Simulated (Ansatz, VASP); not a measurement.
## Co in VASP and in Ansatz

File INCAR:

```
PREC = Accurate
ENCUT = 520
EDIFF = 1E-7
ISMEAR = -1
SIGMA = 0.05
LREAL = False
LASPH = True
NELM = 150
ALGO = Normal
ISIF = 2
LWAVE = False
LCHARG = False
ISPIN = 2
MAGMOM = 1.703 1.703 1.72 1.72
LORBIT = 11
LMAXMIX = 4
GGA = B5
ALDAX = 1.0
AGGAX = 1.0
AGGAC = 1.0
ALDAC = 0.0
NBANDS = 30
```

KPOINTS

```
regular mesh
0
Gamma
  16 16 5
```

Contents of POSCAR:

```
Co
1.0
    2.6311458928      0.0000000000      0.0000000000
   -1.3155729464      2.2786391842      0.0000000000
    0.0000000000      0.0000000000      8.5090540484
Co
4
Direct
    0.0000000000      0.0000000000      0.0000000000
    1.0000000000      1.0000000000      0.5000000000
    0.3333333333      0.6666666667      0.2500000000
    0.6666666667      0.3333333333      0.7500000000
```

Input for Ansatz:

```yaml
crystal:
  lattice:
    - [2.6311458928, 0.0, 0.0]
    - [-1.3155729464, 2.2786391842, 0.0]
    - [0.0, 0.0, 8.5090540484]
  atoms:
    - { symbol: Co, position: [0.0, 0.0, 0.0], spin: 1.703 }
    - { symbol: Co, position: [1.0, 1.0, 0.5], spin: 1.703 }
    - { symbol: Co, position: [0.3333333333, 0.6666666667, 0.25], spin: 1.72 }
    - { symbol: Co, position: [0.6666666667, 0.3333333333, 0.75], spin: 1.72 }
hamiltonian:
  xc: blyp
  pseudopotentials:
    kind: paw
    azcp:
      Co: "pseudopotentials/Co.paw.azcp"
basis:
  ecutwfc: 420
  fft_grid_basis: typed
kpoints:
  mp_grid: { grid: [16, 16, 5], shift: [0, 0, 0] }
magnetization:
  spin_polarized: true
scf:
  occupations: { method: fermi_dirac, width: 0.05 }
  lower_state_search: "off"
output:
  stress: true
  write_density: true
  write_potential: true
  elf: true
  volumetric_format: npy
```

Alike in both runs: task single point; functional BLYP; k mesh 16 × 16 × 5; occupations fermi-dirac, width 0.05 eV; collinear spin.

|  | VASP | Ansatz |
| --- | --- | --- |
| version | VASP 6.6.1 | Ansatz 0.2.0 |
| potentials or method | VASP PAW PBE potentials, release 64 (Co), cutoff 520 eV | plane waves (420 eV) with PAW, scalar-relativistic |
| valence electrons in the cell | 36 | 68 |

```csv
,VASP,Ansatz,Ansatz less VASP
pressure (GPa),-15.9,-15.9,-0.06
"traceless stress, the component that is largest in VASP (GPa)",-0.05,0.06,+0.109
net moment per atom (μB),1.71,1.73,+0.012
size of the moment on the site where the two differ most (μB),1.76,1.81,+0.050
```

VASP's potentials were made for PBE, not for BLYP. Site moments also hang on the region over which each program counts them. VASP's potentials hold 36 valence electrons a cell and Ansatz's 68, so a difference there can come from the potentials and not from the codes.
